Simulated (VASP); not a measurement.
# C8O in VASP: further runs

C8O is run at these levels: PBE+D3(BJ); tasks: single point.

Program: VASP 6.6.1. These are calculated values, not measurements. Logs are shortened: lines on timing, memory, paths and dates and some standing lists are left out, and cuts for length are marked.

### Step 1. The cell of the first run

The cell holds a slab with vacuum, 9 atoms: a = 2.465 Å, b = 2.465 Å, c = 29.108 Å, α = 90.00°, β = 90.00°, γ = 120.00°.

### Step 2. Single point, PBE+D3(BJ)

INCAR

```
PREC = Accurate ; ENCUT = 520
EDIFF = 1E-7 ; ISMEAR = 0
SIGMA = 0.1 ; LREAL = F
LASPH = T ; NELM = 60
ALGO = Normal ; ISIF = 2
LWAVE = F ; LCHARG = F
LDIPOL = T ; IDIPOL = 3
DIPOL = 0.5 0.5 0.497 ; GGA = PE
IVDW = 12 ; NBANDS = 29
```

KPOINTS

```
regular mesh
0
Gamma
  12 12 1
```

POSCAR

```
C8O
1.0
    2.4649796670      0.0000000000      0.0000000000
   -1.2324898335      2.1347350114      0.0000000000
    0.0000000000      0.0000000000     29.1076495408
C O
8 1
Direct
    0.0000000000      0.0000000000      0.2920194646
    0.6666666667      0.3333333333      0.2920194566
    0.0000000000      0.0000000000      0.4077696707
    0.3333333333      0.6666666667      0.4077696627
    0.0000000000      0.0000000000      0.5235198769
    0.6666666667      0.3333333333      0.5235198689
    0.0000000000      0.0000000000      0.6392700831
    0.3333333333      0.6666666667      0.6392700751
    0.0000000000      0.2500000000      0.7521855852
```

Potentials or basis: VASP PAW PBE potentials, release 64 (C, O).

Command:

```console
$ cat potpaw_PBE.64/C/POTCAR potpaw_PBE.64/O/POTCAR > POTCAR
$ mpirun -np 1 vasp_std > vasp.out
```

OUTCAR:

```text
PREC = Accurate
   ENCUT = 520
   EDIFF = 1E-7
   ISMEAR = 0
   LREAL = F
   LASPH = T
   NELM = 60
   ISIF = 2
   GGA = PE
   IVDW = 12
 IVDW          = 12

 ion  position               nearest neighbor table
   1  0.000  0.000  0.292-   2 1.42   2 1.42   2 1.42
   2  0.667  0.333  0.292-   1 1.42   1 1.42   1 1.42
   3  0.000  0.000  0.408-   4 1.42   4 1.42   4 1.42
   4  0.333  0.667  0.408-   3 1.42   3 1.42   3 1.42
   5  0.000  0.000  0.524-   6 1.42   6 1.42   6 1.42
   6  0.667  0.333  0.524-   5 1.42   5 1.42   5 1.42
   7  0.000  0.000  0.639-   8 1.42   8 1.42   8 1.42
   8  0.333  0.667  0.639-   7 1.42   7 1.42   7 1.42
   9  0.000  0.250  0.752-

  LATTYP: Found a hexagonal cell.
 ALAT       =     2.4649796670
 C/A-ratio  =    11.8084745000

  Lattice vectors:

 A1 = (   2.4649796670,   0.0000000000,   0.0000000000)
 A2 = (  -1.2324898335,   2.1347350114,   0.0000000000)
 A3 = (   0.0000000000,   0.0000000000,  29.1076495408)

Analysis of symmetry for initial positions (statically):
=====================================================================
 Subroutine PRICEL returns:
 Original cell was already a primitive cell.

 Routine SETGRP: Setting up the symmetry group for a
 hexagonal supercell.

 Subroutine GETGRP returns: Found  1 space group operations
 (whereof  1 operations were pure point group operations)
 out of a pool of 24 trial point group operations.

The static configuration has the point symmetry C_1 .

Analysis of symmetry for dynamics (positions and initial velocities):
=====================================================================
 Subroutine PRICEL returns:
 Original cell was already a primitive cell.

 Routine SETGRP: Setting up the symmetry group for a
 hexagonal supercell.

 Subroutine GETGRP returns: Found  1 space group operations
 (whereof  1 operations were pure point group operations)
 out of a pool of 24 trial point group operations.

The dynamic configuration has the point symmetry C_1 .

 Subroutine INISYM returns: Found  1 space group operations
 (whereof  1 operations are pure point group operations),
 and found     1 'primitive' translations

----------------------------------------------------------------------------------------

                                     Primitive cell

  volume of cell :     153.1667

  direct lattice vectors                    reciprocal lattice vectors
     2.464979667  0.000000000  0.000000000     0.405682860  0.234221108  0.000000000
    -1.232489834  2.134735011  0.000000000     0.000000000  0.468442216  0.000000000
     0.000000000  0.000000000 29.107649541     0.000000000  0.000000000  0.034355230

  length of vectors
     2.464979667  2.464979667 29.107649541     0.468442216  0.468442216  0.034355230

  position of ions in fractional coordinates (direct lattice)
     0.000000000  0.000000000  0.292019465
     0.666666667  0.333333333  0.292019457
     0.000000000  0.000000000  0.407769671
     0.333333333  0.666666667  0.407769663
     0.000000000  0.000000000  0.523519877
     0.666666667  0.333333333  0.523519869
     0.000000000  0.000000000  0.639270083
     0.333333333  0.666666667  0.639270075
     1.000000000  0.250000000  0.752185585

  ion indices of the primitive-cell ions
   primitive index   ion index
                 1           1
                 2           2
                 3           3
                 4           4
                 5           5
                 6           6
                 7           7
                 8           8
                 9           9

----------------------------------------------------------------------------------------

 KPOINTS: regular mesh

Automatic generation of k-mesh.
 Grid dimensions read from file:
 generate k-points for:   12   12    1

 Generating k-lattice:

  Cartesian coordinates                     Fractional coordinates (reciprocal lattice)
     0.033806905  0.019518426  0.000000000     0.083333333 -0.000000000  0.000000000
     0.000000000  0.039036851  0.000000000     0.000000000  0.083333333  0.000000000
     0.000000000  0.000000000  0.034355230     0.000000000  0.000000000  1.000000000

  Length of vectors
     0.039036851  0.039036851  0.034355230

  Shift w.r.t. Gamma in fractional coordinates (k-lattice)
     0.000000000  0.000000000  0.000000000

 Subroutine IBZKPT returns following result:
 ===========================================

 Found     74 irreducible k-points:

 Following reciprocal coordinates:
            Coordinates               Weight
  0.000000  0.000000  0.000000      1.000000
  0.083333 -0.000000  0.000000      2.000000
  0.000000  0.083333  0.000000      2.000000
 -0.083333  0.083333  0.000000      2.000000
  0.166667 -0.000000  0.000000      2.000000
  0.000000  0.166667  0.000000      2.000000
[... 16 lines left out ...]
  0.166667  0.083333  0.000000      2.000000
 -0.083333  0.250000  0.000000      2.000000
 [... further k-points ...]
   k-points           NKPTS =     74   k-points in BZ     NKDIM =     74   number of bands    NBANDS=     29
   number of dos      NEDOS =    301   number of ions     NIONS =      9
   total plane-waves  NPLWV =  69984
   dimension x,y,z NGX =    18 NGY =   18 NGZ =  216
   dimension x,y,z NGXF=    36 NGYF=   36 NGZF=  432
   ions per type =               8   1
   NGX,Y,Z   is equivalent  to a cutoff of  12.14, 12.14, 12.34 a.u.
   NGXF,Y,Z  is equivalent  to a cutoff of  24.28, 24.28, 24.67 a.u.
 SYSTEM =  unknown system
   PREC   = accura    normal or accurate (medium, high low for compatibility)
   ISTART =      0    job   : 0-new  1-cont  2-samecut
   ICHARG =      2    charge: 1-file 2-atom 10-const
   ISPIN  =      1    spin polarized calculation?
   LNONCOLLINEAR =      F non collinear calculations
   LSORBIT =      F    spin-orbit coupling
   LASPH  =      T    aspherical Exc in radial PAW
   ENCUT  =  520.0 eV  38.22 Ry    6.18 a.u.   4.58  4.58 54.12*2*pi/ulx,y,z
   NELM   =     60;   NELMIN=  2; NELMDL= -5     # of ELM steps
   EDIFF  = 0.1E-06   stopping-criterion for ELM
   LREAL  =      F    real-space projection
   EDIFFG = 0.1E-05   stopping-criterion for IOM
   NSW    =      0    number of steps for IOM
   IBRION =     -1    ionic relax: 0-MD 1-quasi-New 2-CG
   NFREE  =      0    steps in history (QN), initial steepest desc. (CG)
   ISIF   =      2    stress and relaxation
   ISYM   =      2    0-nonsym 1-usesym 2-fastsym
   POTIM  = 0.5000    time-step for ionic-motion
   TEBEG  =    0.0;   TEEND  =   0.0 temperature during run
   PSTRESS=    0.0 pullay stress
   NELECT =      38.0000    total number of electrons
   NUPDOWN=      -1.0000    fix difference up-down
   EMIN   =  10.00;   EMAX   =-10.00  energy-range for DOS
   EFERMI =   0.00;   METHOD = LEGACY
   ISMEAR =     0;   SIGMA  =   0.10  broadening in eV -4-tet -1-fermi 0-gaus
   EFERMI_NEDOS =   21; number of points for ismear=-14 and -15
   IALGO  =     38    algorithm
   IMIX   =      4    mixing-type and parameters
     AMIX     =   0.40;   BMIX     =  1.00
     AMIX_MAG =   1.60;   BMIX_MAG =  1.00
  volume/ion in A,a.u.               =      17.02       114.85
  Fermi-wavevector in a.u.,A,eV,Ry     =   1.028682  1.943927 14.397508  1.058187
  Thomas-Fermi vector in A             =   2.162691
   LORBIT       =      0    0 simple, 1 ext, 2 COOP (PROOUT), +10 PAW based schemes
   GGA     = PE    functional components
   LHFCALC =     F    Hartree Fock is set to
   AEXX    =    0.0000 exact exchange contribution
   IVDW    =    12    specifies the selected vdW correction
   LEPSILON=     F    determine dielectric tensor
   LRPA    =     F    only Hartree local field effects (RPA)
 non-spin polarized calculation
 Gauss-broadening in eV      SIGMA  =   0.10
  energy-cutoff  :      520.00
  volume of cell :      153.17
 maximum number of plane-waves:      4180
   NGX =  9   NGY =  9   NGZ =109

 dipolmoment           0.000000      0.000000     -0.044813 electrons x Angstroem

 number of electron      37.9999989 magnetization

 dipolmoment           0.000000      0.000000      0.146660 electrons x Angstroem

 Free energy of the ion-electron system (eV)
  ---------------------------------------------------
  ext. energy  EPLUGINS =         0.00000000
  ---------------------------------------------------
  free energy    TOTEN  =       -75.71009904 eV

  energy without entropy =      -75.69005428  energy(sigma->0) =      -75.70007666

 E-fermi :  -1.2197     XC(G=0):  -5.9187

 val. band max:       -1.2352739581   @ k =  -0.1667  -0.4167   0.0000
 cond. band min:      -1.2192472608   @ k =   0.3333   0.3333   0.0000
 fundamental gap:      0.0160266973
 Fermi energy:        -1.2196805418

 k-point     1 :       0.0000    0.0000    0.0000
  band No.  band energies     occupation
      1     -20.8089      2.00000
      2     -20.6832      2.00000
      3     -20.5616      2.00000
      4     -19.7436      2.00000
      5     -18.2020      2.00000
      6      -9.4559      2.00000
[... 21 lines left out ...]
     28       7.1446      0.00000
     29       7.1468      0.00000

 k-point     2 :       0.0833   -0.0000    0.0000
  band No.  band energies     occupation
      1     -20.6438      2.00000
      2     -20.5191      2.00000
      3     -20.3981      2.00000
      4     -19.5798      2.00000
      5     -18.1059      2.00000
      6      -9.2560      2.00000
[... 696 lines left out ...]
 k-point    24 :      -0.0833    0.2500    0.0000
  band No.  band energies     occupation
      1     -19.6593      2.00000
      2     -19.5410      2.00000
      3     -19.4234      2.00000
      4     -18.6035      2.00000
      5     -17.5806      2.00000
      6      -8.0731      2.00000
[... 21 lines left out ...]
     28       7.5432      0.00000
     29       7.7141      0.00000

 [... further k-points ...]

------------------------ aborting loop because EDIFF is reached ----------------------------------------

 vacuum level on the upper side and lower side of the slab       (xc-potential included)         2.434        -2.496

 Edisp (eV)   -1.18548

 E8    (eV) :    -0.3401

  FORCE on cell =-STRESS in cart. coord.  units (eV):
  Direction    XX          YY          ZZ          XY          YZ          ZX
  --------------------------------------------------------------------------------------
  -------------------------------------------------------------------------------------
  Total      -2.68718    -2.54367    -0.34893     0.01606    -0.00745     0.02262
  in kB     -28.10882   -26.60771    -3.64992     0.16796    -0.07795     0.23663
  external pressure =      -19.46 kB  Pullay stress =        0.00 kB

 VOLUME and BASIS-vectors are now :
 -----------------------------------------------------------------------------
  energy-cutoff  :      520.00
  volume of cell :      153.17
      direct lattice vectors                 reciprocal lattice vectors
     2.464979667  0.000000000  0.000000000     0.405682860  0.234221108  0.000000000
    -1.232489834  2.134735011  0.000000000     0.000000000  0.468442216  0.000000000
     0.000000000  0.000000000 29.107649541     0.000000000  0.000000000  0.034355230

 POSITION                                       TOTAL-FORCE (eV/Angst)
 -----------------------------------------------------------------------------------
      0.00000      0.00000      8.50000        -0.000009      0.000007      0.008419
      1.23249      0.71158      8.50000         0.000010     -0.000007     -0.011965
      0.00000      0.00000     11.86922         0.000019     -0.000072      0.001671
     -0.00000      1.42316     11.86922        -0.000013      0.000048      0.000923
      0.00000      0.00000     15.23843        -0.000580      0.001959      0.003090
      1.23249      0.71158     15.23843         0.000372     -0.001164     -0.008086
      0.00000      0.00000     18.60765         0.001408     -0.020008      0.062384
     -0.00000      1.42316     18.60765        -0.007881      0.020737      0.043361
     -0.30812      0.53368     21.89435         0.006676     -0.001501     -0.099797
 -----------------------------------------------------------------------------------
    total drift:                               -0.000000      0.000000      0.000506

  FREE ENERGIE OF THE ION-ELECTRON SYSTEM (eV)
  ---------------------------------------------------
  free  energy   TOTEN  =       -76.8955781359 eV

  energy  without entropy=      -76.8755333752  energy(sigma->0) =      -76.88555576

 vacuum level on the upper side and lower side of the slab         8.071         3.035
```

Run time: 5.5 min. Hardware: 1 thread of AMD EPYC 9R45 (Zen 5), shared host; peak memory 0.39 GiB.

What came out:

- Free energy: -76.8956 eV
- Largest force: 0.100 eV/Å
- Band gap on the k mesh: zero (bands 19 and 20 overlap by 1.36 eV)
- Dispersion energy per atom: -0.132 eV

Forces in eV/Å, atoms in the order of the input:
```
C    0.000  0.000  0.008
C    0.000  0.000 -0.012
C    0.000  0.000  0.002
C    0.000  0.000  0.001
C   -0.001  0.002  0.003
C    0.000 -0.001 -0.008
C    0.001 -0.020  0.062
C   -0.008  0.021  0.043
O    0.007 -0.002 -0.100
```

Levels at points of the mesh, in eV from the Fermi level:
```tsv
k point	band 15	band 16	band 17	band 18	band 19	band 20	band 21	band 22	band 23	band 24
(0.00, 0.00, 0.00)	-2.89	-2.07	-2.07	-1.55	1.27	1.27	3.58	4.90	5.39	6.63
(0.50, 0.00, 0.00)	-2.60	-2.31	-2.11	-1.33	-0.06	0.42	1.55	1.75	2.04	2.82
(0.00, 0.50, 0.00)	-2.60	-2.31	-2.11	-1.29	-0.10	0.42	1.55	1.75	2.04	2.84
(0.50, 0.50, 0.00)	-2.60	-2.31	-2.11	-1.33	-0.05	0.42	1.55	1.75	2.04	2.81
```

### Step 3. Single point, PBE+D3(BJ)

INCAR

```
SYSTEM = C8O
PREC     = Accurate       ! precision mode
ENCUT    = 520            ! plane-wave cutoff, eV
EDIFF    = 1E-7           ! SCF threshold, eV
ISMEAR   = 0              ! smearing method
SIGMA    = 0.1            ! smearing width, eV
LREAL    = .False.        ! projectors in reciprocal space
LASPH    = .True.         ! aspherical terms in the spheres
NELM     = 80             ! most SCF steps
ALGO     = Normal         ! electronic algorithm
ISIF     = 2              ! what is computed and relaxed
LWAVE    = .False.        ! write WAVECAR
LCHARG   = .False.        ! write CHGCAR
LDIPOL   = .True.       
IDIPOL   = 3            
DIPOL    = 0.5 0.5 0.490
GGA      = PE             ! functional
IVDW     = 12             ! dispersion correction
NBANDS   = 29             ! bands
```

KPOINTS

```
Automatic mesh
0
Gamma
  12 12 1
  0 0 0
```

Edit POSCAR of step 2 so:

```diff
@@ -16,2 +16,2 @@
     0.3333333333      0.6666666667      0.6392700751
-    0.0000000000      0.2500000000      0.7521855852
+    0.0000000000      0.2500000000      0.6834751249
```

Potentials or basis: VASP PAW PBE potentials, release 64 (C, O).

Command:

```console
$ cat potpaw_PBE.64/C/POTCAR potpaw_PBE.64/O/POTCAR > POTCAR
$ mpirun -np 1 vasp_std > vasp.out
```

It took 17 min on 1 thread of Oxide Virtual Turin-like, shared host; peak memory 0.38 GiB.

It converged, with:

```
Free energy                : -77.8837 eV
Largest force              : 3.657 eV/Å
Band gap on the k mesh     : zero (bands 19 and 20 overlap by 0.02 eV)
Dispersion energy per atom : -0.130 eV
```

Forces on the atoms (eV/Å):
```
C    0.000  0.000  0.009
C    0.000  0.000 -0.012
C    0.000  0.000  0.000
C    0.000  0.000  0.005
C    0.003 -0.008 -0.007
C   -0.005  0.001  0.016
C   -1.249 -0.453  0.141
C   -1.153 -2.279 -0.463
O    2.404  2.738  0.310
```

Levels at points of the mesh, in eV from the Fermi level:
```csv
k point,band 17,band 18,band 19,band 20,band 21,band 22
"(0.00, 0.00, 0.00)",-3.01,-1.40,-0.20,2.88,3.61,4.93
"(0.50, 0.00, 0.00)",-2.43,-2.19,-2.12,1.44,1.61,1.96
"(0.00, 0.50, 0.00)",-2.40,-2.17,-0.27,1.39,1.60,1.94
"(0.50, 0.50, 0.00)",-2.42,-2.17,-1.86,1.45,1.62,1.96
```

[end of part 1 of 2]
